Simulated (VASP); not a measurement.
# Sn (Im-3m) in VASP: further runs, part 2 of 2

VASP 6.6.1.

## 5. Single point, BLYP (33.02 Å³/atom)

This run uses another cell than the first one, of 33.02 Å³/atom.

INCAR

```
SYSTEM = Sn
PREC     = Accurate       ! precision mode
ENCUT    = 520            ! plane-wave cutoff, eV
EDIFF    = 1E-7           ! SCF threshold, eV
ISMEAR   = -1             ! smearing method
SIGMA    = 0.1            ! smearing width, eV
LREAL    = .FALSE.        ! projectors in reciprocal space
LASPH    = .TRUE.         ! aspherical terms in the spheres
NELM     = 100            ! most SCF steps
ALGO     = Normal         ! electronic algorithm
ISIF     = 2              ! what is computed and relaxed
LWAVE    = .FALSE.        ! write WAVECAR
LCHARG   = .TRUE.         ! write CHGCAR
GGA      = B5             ! functional
ALDAX    = 1.0          
AGGAX    = 1.0          
AGGAC    = 1.0          
ALDAC    = 0.0          
LELF     = .TRUE.         ! ELF
LVHAR    = .TRUE.       
NBANDS   = 13             ! bands
```

KPOINTS

```
Automatic mesh
0
G
  13 13 13
  0 0 0
```

POSCAR

```
Sn
1.0
   -2.0210390944      2.0210390944      2.0210390944
    2.0210390944     -2.0210390944      2.0210390944
    2.0210390944      2.0210390944     -2.0210390944
Sn
1
Direct
    0.0000000000      0.0000000000      0.0000000000
```

Potentials or basis: VASP PAW PBE potentials, release 64 (Sn_d).

Started as:

```bash
$ cat potpaw_PBE.64/Sn_d/POTCAR > POTCAR
$ mpirun -np 1 vasp_std > vasp.out
```

OUTCAR:

```text
SYSTEM = Sn
   PREC = Accurate
   ENCUT = 520
   EDIFF = 1E-7
   ISMEAR = -1
   LREAL = .FALSE.
   LASPH = .TRUE.
   NELM = 100
   ISIF = 2
   GGA = B5

 ion  position               nearest neighbor table
   1  0.000  0.000  0.000-

  LATTYP: Found a body centered cubic cell.
 ALAT       =     4.0420781888

  Lattice vectors:

 A1 = (  -2.0210390944,   2.0210390944,   2.0210390944)
 A2 = (   2.0210390944,  -2.0210390944,   2.0210390944)
 A3 = (   2.0210390944,   2.0210390944,  -2.0210390944)

Analysis of symmetry for initial positions (statically):
=====================================================================
 Subroutine PRICEL returns:
 Original cell was already a primitive cell.

 Routine SETGRP: Setting up the symmetry group for a
 body centered cubic supercell.

 Subroutine GETGRP returns: Found 48 space group operations
 (whereof 48 operations were pure point group operations)
 out of a pool of 48 trial point group operations.

The static configuration has the point symmetry O_h .

[... 166 lines left out ...]
  band No.  band energies     occupation
      1     -15.0785      2.00000
      2     -15.0785      2.00000
      3     -15.0785      2.00000
      4     -15.0009      2.00000
      5     -15.0009      2.00000
      6      -3.4505      2.00000
      7      12.4643      0.00000
      8      12.4643      0.00000
      9      12.4643      0.00000
     10      17.8761      0.00000
     11      17.8761      0.00000
     12      17.8761      0.00000
     13      18.3849      0.00000
[... 354 lines left out ...]
  band No.  band energies     occupation
      1     -15.0883      2.00000
      2     -15.0632      2.00000
      3     -15.0104      2.00000
      4     -15.0048      2.00000
      5     -14.9925      2.00000
      6      -1.5792      2.00000
      7       6.0504      1.93986
      8       8.9743      0.00000
      9      10.1553      0.00000
     10      15.7801      0.00000
     11      16.2256      0.00000
     12      18.9262      0.00000
     13      19.9404      0.00000

 [... further k-points ...]

------------------------ aborting loop because EDIFF is reached ----------------------------------------

  FORCE on cell =-STRESS in cart. coord.  units (eV):
  Direction    XX          YY          ZZ          XY          YZ          ZX
  --------------------------------------------------------------------------------------
  -------------------------------------------------------------------------------------
  Total       -0.4561533     -0.4561533     -0.4561533      0.0000000      0.0000000      0.0000000
  in kB      -22.1328477    -22.1328477    -22.1328477      0.0000000      0.0000000      0.0000000
  external PRESSURE =     -22.1328477 kB  Pullay stress =       0.0000000 kB

 VOLUME and BASIS-vectors are now :
 -----------------------------------------------------------------------------
  energy-cutoff  :      520.00
  volume of cell :       33.02
      direct lattice vectors                 reciprocal lattice vectors
    -2.021039094  2.021039094  2.021039094     0.000000000  0.247397490  0.247397490
     2.021039094 -2.021039094  2.021039094     0.247397490  0.000000000  0.247397490
     2.021039094  2.021039094 -2.021039094     0.247397490  0.247397490  0.000000000

 POSITION                                       TOTAL-FORCE (eV/Angst)
 -----------------------------------------------------------------------------------
      0.00000      0.00000      0.00000         0.000000      0.000000     -0.000000
 -----------------------------------------------------------------------------------
    total drift:                               -0.000000     -0.000000     -0.000000

  FREE ENERGIE OF THE ION-ELECTRON SYSTEM (eV)
  ---------------------------------------------------
  free  energy   TOTEN  =        -2.9385550399 eV

  energy  without entropy=       -2.9165635482  energy(sigma->0) =       -2.92755929
```

It took 36 s on 1 thread of Intel Xeon Platinum 8259CL at 2.50GHz (Skylake/Cascade Lake), shared host; peak memory 0.17 GiB.

Results:

```
Free energy            : -2.9386 eV
Pressure               : -2.2 GPa
Band gap on the k mesh : zero (bands 7 and 8 overlap by 7.76 eV)
```

Caveat: the PAW data sets were made with another functional, which shifts forces and pressure a little; spin-orbit coupling is left out, which moves the levels of the heavy elements.

## 6. Single point, BLYP (34.24 Å³/atom)

This run uses another cell than the first one, of 34.24 Å³/atom.

INCAR

```
  PREC = Accurate
  ENCUT = 520
  EDIFF = 1E-7
  ISMEAR = -1
  SIGMA = 0.1
  LREAL = False
  LASPH = True
  NELM = 80
  ALGO = Normal
  ISIF = 2
  LWAVE = False
  LCHARG = False
  GGA = B5
  ALDAX = 1.0
  AGGAX = 1.0
  AGGAC = 1.0
  ALDAC = 0.0
  NBANDS = 13
```

KPOINTS

```
regular mesh
0
Gamma
  13 13 13
```

POSCAR

```
Sn
1.0
   -2.0456883420      2.0456883420      2.0456883420
    2.0456883420     -2.0456883420      2.0456883420
    2.0456883420      2.0456883420     -2.0456883420
Sn
1
Direct
    0.0000000000      0.0000000000      0.0000000000
```

Potentials or basis: VASP PAW PBE potentials, release 64 (Sn_d).

Started as:

```bash
$ cat potpaw_PBE.64/Sn_d/POTCAR > POTCAR
$ mpirun -np 1 vasp_std > vasp.out
```

It took 35 s on 1 thread of Intel Xeon Platinum 8259CL at 2.50GHz (Skylake/Cascade Lake), shared host; peak memory 0.17 GiB.

Results (log left out):

```yaml
Free_energy: -2.9191 eV
Pressure: -3.0 GPa
Band_gap_on_the_k_mesh: zero (bands 7 and 8 overlap by 7.40 eV)
```

Levels at points of the mesh, in eV from the Fermi level:
```tsv
k point	band 4	band 5	band 6	band 7	band 8	band 9	band 10	band 11
(0.00, 0.00, 0.00)	-21.41	-21.41	-9.65	5.79	5.79	5.79	11.25	11.25
```

Caveat: the cell stands under tension; the PAW data sets were made with another functional, which shifts forces and pressure a little; spin-orbit coupling is left out, which moves the levels of the heavy elements.

## 7. Overview

```csv
cell,gap on the mesh (eV),pressure (GPa)
"a = 3.366 Å, angles 109.5°, 1 atom",none,1.7
"a = 3.412 Å, angles 109.5°, 1 atom",none,0.1
"a = 3.457 Å, angles 109.5°, 1 atom",none,-1.2
"a = 3.501 Å, angles 109.5°, 1 atom",none,-2.2
"a = 3.543 Å, angles 109.5°, 1 atom",none,-3.0
```

Alike in all rows: task single point; level BLYP; potentials or basis VASP PAW PBE potentials, release 64 (Sn_d); no spin polarisation; k mesh 13 × 13 × 13; cutoff (eV) 520; smearing fermi-dirac 0.1 eV.

Caveats: the PAW data sets were made with another functional, which shifts forces and pressure a little; spin-orbit coupling is left out, which moves the levels of the heavy elements; the cell stands under tension (at least some runs).

Total energies depend on the potentials used, so only differences within one code and one set of settings carry meaning.
